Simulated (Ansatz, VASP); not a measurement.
# Two plane-wave programs on SiC

```
Si C
1.0
     0.00000    2.18000    2.18000
     2.18000    0.00000    2.18000
     2.18000    2.18000    0.00000
Si C
1 1
Direct
  0.00000 0.00000 0.00000
  0.25000 0.25000 0.25000
```

Alike in both runs: task single point; functional PBE; dispersion D3(BJ); k mesh 8 × 8 × 8; occupations gaussian, width 0.1 eV; no spin polarisation.

```csv
,VASP,Ansatz
version,VASP 6.6.1,Ansatz 0.2.0
potentials or method,"VASP PAW PBE potentials, release 64 (Si, C), cutoff 600 eV","scalar-relativistic, plane waves, PAW"
valence electrons in the cell,8,8
```

|  | VASP | Ansatz | Ansatz less VASP |
| --- | --- | --- | --- |
| gap on the k mesh at the Fermi level (eV) | 1.36 | 1.36 | +0.003 |
| least direct gap on the mesh (eV) | 4.54 | 4.55 | +0.008 |
| pressure (GPa) | -1.9 | -1.7 | +0.19 |
